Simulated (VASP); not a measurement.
# Li2Se (Fm-3m) in VASP: dielectric tensor with PBE

Aim: the dielectric tensor of Li2Se with PBE.

Everything below comes from runs of VASP 6.6.1. Logs are shortened: lines on timing, memory, paths and dates and some standing lists are left out, and cuts for length are marked.

## Step 1: The cell of the first run

Symmetry: Fm-3m, No. 225, cubic system. Conventional cell: a = 6.005 Å, b = 6.005 Å, c = 6.005 Å, α = 90.00°, β = 90.00°, γ = 90.00°. Li (site symmetry -43m) has 4 Se at 2.60 Å and 6 Li at 3.00 Å within 3.4 Å. Se (site symmetry m-3m) has 8 Li at 2.60 Å within 3.4 Å.

## Step 2: Dielectric tensor, PBE

File INCAR:

```
PREC     = Accurate       # precision mode
ENCUT    = 650            # plane-wave cutoff, eV
EDIFF    = 1E-8           # SCF threshold, eV
ISMEAR   = 0              # smearing method
SIGMA    = 0.01           # smearing width, eV
LREAL    = False          # projectors in reciprocal space
LASPH    = True           # aspherical terms in the spheres
NELM     = 120            # most SCF steps
ALGO     = Normal         # electronic algorithm
ISIF     = 2              # what is computed and relaxed
LWAVE    = False          # write WAVECAR
LCHARG   = False          # write CHGCAR
GGA      = PE             # functional
LEPSILON = True           # dielectric tensor by DFPT
GGA_COMPAT= False
```

File KPOINTS:

```
Automatic mesh
0
Gamma
  5 5 5
```

File POSCAR:

```
Li2Se
1.0
    4.2461760000      0.0000000000      0.0000000000
    2.1230880000      3.6772962849      0.0000000000
    2.1230880000      1.2257654283      3.4669881860
Li Se
2 1
Direct
    0.2500000000      0.2500000000      0.2500000000
    0.7500000000      0.7500000000      0.7500000000
    0.0000000000      0.0000000000      0.0000000000
```

Potentials or basis: VASP PAW PBE potentials, release 64 (Li_sv, Se).

Command:

```
> cat potpaw_PBE.64/Li_sv/POTCAR potpaw_PBE.64/Se/POTCAR > POTCAR
> mpirun -np 1 vasp_std > vasp.out
```

OUTCAR:

```text
PREC = Accurate
   ENCUT = 650
   EDIFF = 1E-8
   ISMEAR = 0
   LREAL = False
   LASPH = True
   NELM = 120
   ISIF = 2
   GGA = PE
   LEPSILON = True

 ion  position               nearest neighbor table
   1  0.250  0.250  0.250-   3 2.60   3 2.60   3 2.60   3 2.60
   2  0.750  0.750  0.750-   3 2.60   3 2.60   3 2.60   3 2.60
   3  0.000  0.000  0.000-   2 2.60   1 2.60   1 2.60   2 2.60   2 2.60   2 2.60   1 2.60   1 2.60

  LATTYP: Found a face centered cubic cell.
 ALAT       =     6.0049996874

  Lattice vectors:

 A1 = (   4.2461760000,   0.0000000000,   0.0000000000)
 A2 = (   2.1230880000,   3.6772962849,   0.0000000000)
 A3 = (   2.1230880000,   1.2257654283,   3.4669881860)

Analysis of symmetry for initial positions (statically):
=====================================================================
 Subroutine PRICEL returns:
 Original cell was already a primitive cell.

 Routine SETGRP: Setting up the symmetry group for a
 face centered cubic supercell.

 Subroutine GETGRP returns: Found 48 space group operations
 (whereof 48 operations were pure point group operations)
 out of a pool of 48 trial point group operations.

The static configuration has the point symmetry O_h .

Analysis of symmetry for dynamics (positions and initial velocities):
=====================================================================
 Subroutine PRICEL returns:
 Original cell was already a primitive cell.

 Routine SETGRP: Setting up the symmetry group for a
 face centered cubic supercell.

 Subroutine GETGRP returns: Found 48 space group operations
 (whereof 48 operations were pure point group operations)
 out of a pool of 48 trial point group operations.

The dynamic configuration has the point symmetry O_h .

 Subroutine INISYM returns: Found 48 space group operations
 (whereof 48 operations are pure point group operations),
 and found     1 'primitive' translations

----------------------------------------------------------------------------------------

                                     Primitive cell

  volume of cell :      54.1351

  direct lattice vectors                    reciprocal lattice vectors
     4.246176000  0.000000000  0.000000000     0.235506018 -0.135969463 -0.096144929
[... 271 lines left out ...]
      2.12309      1.22577      0.86675        -0.000000     -0.000000     -0.000000
      6.36926      3.67730      2.60024         0.000000      0.000000      0.000000
      0.00000      0.00000      0.00000         0.000000      0.000000      0.000000
 -----------------------------------------------------------------------------------
    total drift:                                0.000000      0.000000      0.000000

  FREE ENERGIE OF THE ION-ELECTRON SYSTEM (eV)
  ---------------------------------------------------
  free  energy   TOTEN  =       -11.1298027227 eV

  energy  without entropy=      -11.1298027227  energy(sigma->0) =      -11.12980272

 HEAD OF MICROSCOPIC STATIC DIELECTRIC TENSOR (INDEPENDENT PARTICLE, excluding Hartree and local field effects)
 ------------------------------------------------------
           4.881178     0.000000     0.000000
           0.000000     4.881178    -0.000000
          -0.000000    -0.000000     4.881178
 ------------------------------------------------------

 Free energy of the ion-electron system (eV)
  ---------------------------------------------------
  ---------------------------------------------------
  free energy    TOTEN  =        -0.59783340 eV

  energy without entropy =       -0.59783340

------------------------ aborting loop because EDIFF is reached ----------------------------------------

--------------------------------------- Ionic step        2  -------------------------------------------

------------------------ aborting loop because EDIFF is reached ----------------------------------------

--------------------------------------- Ionic step        3  -------------------------------------------

 Free energy of the ion-electron system (eV)
  ---------------------------------------------------
  ---------------------------------------------------
  free energy    TOTEN  =        -0.59783097 eV

  energy without entropy =       -0.59783097

------------------------ aborting loop because EDIFF is reached ----------------------------------------

 PIEZOELECTRIC TENSOR FIELD DIRECTION 3  (e Angst)
 -----------------------------------------------------------------------------
     0.00105 -0.00000  0.00000           (  0.00000 -0.00000  0.00000)
     0.00000  0.00105 -0.00000           (  0.00000  0.00000 -0.00000)
     0.00000 -0.00000 -0.00224           ( -0.00000  0.00000 -0.00001)

 PIEZOELECTRIC TENSOR FIELD DIRECTION 3  (C/m^2)
 -----------------------------------------------------------------------------
     0.00031 -0.00000  0.00000
     0.00000  0.00031 -0.00000
     0.00000 -0.00000 -0.00066

 MACROSCOPIC STATIC DIELECTRIC TENSOR (including local field effects in DFT)
 ------------------------------------------------------
           4.456507     0.000000     0.000000
           0.000000     4.456507    -0.000000
          -0.000000    -0.000000     4.456507
 ------------------------------------------------------

 PIEZOELECTRIC TENSOR (including local field effects)  for field in x, y, z        (e  Angst)
          XX          YY          ZZ          XY          YZ          ZX
  --------------------------------------------------------------------------------
  x     0.00000     0.00000     0.00000     0.00000     0.00000     0.00000
  y     0.00000     0.00000     0.00000     0.00000     0.00000     0.00000
  z     0.00000     0.00000     0.00000     0.00000     0.00000     0.00000

 PIEZOELECTRIC TENSOR (including local field effects)  for field in x, y, z        (C/m^2)
          XX          YY          ZZ          XY          YZ          ZX
  --------------------------------------------------------------------------------
  x     0.00000     0.00000     0.00000     0.00000     0.00000     0.00000
  y     0.00000     0.00000     0.00000     0.00000     0.00000     0.00000
  z     0.00000     0.00000     0.00000     0.00000     0.00000     0.00000

 BORN EFFECTIVE CHARGES (including local field effects) (in |e|, cummulative output)
 ---------------------------------------------------------------------------------
 ion    1
    1     0.97630     0.00000    -0.00000
    2     0.00000     0.97630    -0.00000
    3     0.00000    -0.00000     0.97630
 ion    2
    1     0.97630     0.00000    -0.00000
    2     0.00000     0.97630    -0.00000
    3     0.00000    -0.00000     0.97630
 ion    3
    1    -1.95259    -0.00000    -0.00000
    2    -0.00000    -1.95259     0.00000
    3    -0.00000     0.00000    -1.95259
```

stdout:

```text
POSCAR found type information on POSCAR LiSe
 POSCAR found :  2 types and       3 ions
 scaLAPACK will be used
 LDA part: xc-table for (Slater+PW92), standard interpolation
 POSCAR, INCAR and KPOINTS ok, starting setup
 FFT: planning ... GRIDC
 FFT: planning ... GRID_SOFT
 FFT: planning ... GRID
 WAVECAR not read
 entering main loop
 Linear response reoptimize wavefunctions to high precision
 Linear response G [H, r] |phi>, progress :
  Direction:   1
 Linear response G [H, r] |phi>, progress :
  Direction:   2
 Linear response G [H, r] |phi>, progress :
  Direction:   3
 Linear response to external field (no local field effect), progress :
  Direction:   1
 dielectric tensor                  component  1 :     4.025     0.693     1.617
 Linear response to external field (no local field effect), progress :
  Direction:   2
 dielectric tensor                  component  2 :     0.693     4.606     0.411
 Linear response to external field (no local field effect), progress :
  Direction:   3
 dielectric tensor                  component  3 :     1.617     0.411     6.013
 Linear response to external field, progress :
  Direction:   1
 dielectric tensor                  component  1 :     4.457     0.501     0.711
 Linear response to external field, progress :
  Direction:   2
 dielectric tensor                  component  2 :     0.326     4.457    -0.000
 Linear response to external field, progress :
  Direction:   3
 dielectric tensor                  component  3 :     0.902     0.274     4.457
 Born effective charges drift removed
```

It took 3.7 min on 1 thread of AMD EPYC 7R13 (Zen 3), shared host; peak memory 0.23 GiB.

What came out:

```
Band gap on the k mesh                  : 3.23 eV (least direct gap 3.39 eV)
Electronic dielectric tensor (diagonal) : 4.46
Born charges (mean of the diagonal)     : Li +0.98; Se -1.95 e
```

Electronic dielectric tensor:
```
4.46 0.00 0.00
0.00 4.46 0.00
0.00 0.00 4.46
```

Born effective charge tensors (e):
atom 1, Li
```
0.98 0.00 0.00
0.00 0.98 0.00
0.00 0.00 0.98
```
atom 2, Li
```
0.98 0.00 0.00
0.00 0.98 0.00
0.00 0.00 0.98
```
atom 3, Se
```
-1.95  0.00  0.00
 0.00 -1.95  0.00
 0.00  0.00 -1.95
```

Caveat: an odd mesh through Γ misses points on the zone boundary, where band edges can lie.
